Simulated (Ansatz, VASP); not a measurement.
**MgS in VASP and in Ansatz**

```xyz
4
Lattice="3.5940 0.0000 0.0000 -1.7970 3.1125 0.0000 0.0000 0.0000 6.1474" Properties=species:S:1:pos:R:3 pbc="T T T"
Mg    0.0000    0.0000    0.0000
Mg    0.0000    0.0000    3.0737
S     0.0000    2.0750    1.5368
S     1.7970    1.0375    4.6105
```

Change from the starting cell: biaxial_xy strain -1.4%.

Alike in both runs: task single point; functional PBE; k mesh 12 × 12 × 4; occupations fermi-dirac, width 0.02 eV; no spin polarisation.

|  | VASP | Ansatz |
| --- | --- | --- |
| version | VASP 6.6.1 | Ansatz 0.2.0 |
| potentials or method | VASP PAW PBE potentials, release 64 (Mg, S) | plane waves, PAW |
| plane-wave cutoff (eV) | 520 | 420 |
| valence electrons in the cell | 16 | 32 |

|  | VASP | Ansatz | Ansatz less VASP |
| --- | --- | --- | --- |
| gap on the k mesh at the Fermi level (eV) | 3.38 | 3.38 | +0.008 |
| pressure (GPa) | 3.2 | 3.5 | +0.31 |
| traceless stress, the component that is largest in VASP (GPa) | -1.34 | -1.31 | +0.032 |

VASP's potentials hold 16 valence electrons a cell and Ansatz's 32, so a difference there can come from the potentials and not from the codes.
